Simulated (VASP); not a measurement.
**Hf3Ta2F: single point with PBE**

Hf3Ta2F:

```
Hf Ta F
1.0
     3.12500    0.00000    0.00000
    -1.56250    2.70633    0.00000
     0.00000    0.00000   13.19483
Hf Ta F
3 2 1
Direct
  0.33333 0.66667 0.13518
  0.00000 0.00000 0.50000
  0.66667 0.33333 0.86482
  0.33333 0.66667 0.68483
  0.66667 0.33333 0.31517
  0.00000 0.00000 0.00000
```

The cell was generated, and may not be a known phase.

```json
{"Program": "VASP 6.6.1", "Task": "single point", "Functional": "PBE", "Potentials or basis": "VASP PAW PBE potentials, release 64 (Hf_pv, Ta_pv, F)", "Cutoff": "600 eV", "k mesh": "6 × 6 × 2", "Occupations": "gaussian, width 0.1 eV", "Spin": "collinear spin", "Starting moments": "[0.0, 0.0, 0.0, 1.0, 1.0, 0.0] μB"}
```

| Quantity | Value |
| --- | --- |
| Pressure | -0.8 GPa |
| Largest force | 0.045 eV/Å |
| Net moment | 0.00 μB per cell |
| Valence electrons inside the program's atomic spheres | Hf 8.34, 8.45 (each value once); Ta 8.74; F 6.06 |

Forces on the atoms (eV/Å):
```
Hf   0.000  0.000 -0.045
Hf   0.000  0.000  0.000
Hf   0.000  0.000  0.045
Ta   0.000  0.000  0.002
Ta   0.000  0.000 -0.002
F    0.000  0.000  0.000
```

Levels at points of the mesh, in eV from the Fermi level:
Spin up:
| k point | band 25 | band 26 | band 27 | band 28 | band 29 | band 30 | band 31 | band 32 | band 33 | band 34 |
| --- | --- | --- | --- | --- | --- | --- | --- | --- | --- | --- |
| (0.00, 0.00, 0.00) | -0.29 | 0.08 | 0.33 | 0.33 | 0.55 | 0.55 | 0.64 | 0.64 | 0.73 | 1.04 |
| (0.50, 0.00, 0.00) | -2.52 | -2.00 | -1.09 | -0.31 | -0.15 | 0.42 | 0.45 | 0.84 | 1.06 | 1.72 |
| (0.00, 0.00, 0.50) | -0.30 | 0.10 | 0.32 | 0.36 | 0.36 | 0.51 | 0.51 | 0.80 | 0.80 | 0.83 |
| (0.50, 0.00, 0.50) | -2.42 | -2.16 | -0.92 | -0.60 | 0.21 | 0.49 | 0.55 | 0.87 | 0.97 | 1.03 |
Spin down:
```tsv
k point	band 25	band 26	band 27	band 28	band 29	band 30	band 31	band 32	band 33	band 34
(0.00, 0.00, 0.00)	-0.29	0.08	0.33	0.33	0.55	0.55	0.64	0.64	0.72	1.03
(0.50, 0.00, 0.00)	-2.52	-2.00	-1.09	-0.31	-0.15	0.42	0.45	0.84	1.06	1.72
(0.00, 0.00, 0.50)	-0.30	0.10	0.32	0.36	0.36	0.51	0.51	0.80	0.80	0.83
(0.50, 0.00, 0.50)	-2.42	-2.16	-0.92	-0.60	0.21	0.49	0.55	0.87	0.97	1.03
```

Wall time 10 min on 1 thread of Oxide Virtual Turin-like Processor, with other jobs on the host, peak memory 0.37 GiB.

Caveat: the k points lie up to 0.39 Å⁻¹ apart; spin-orbit coupling is left out, which moves the levels of the heavy elements.
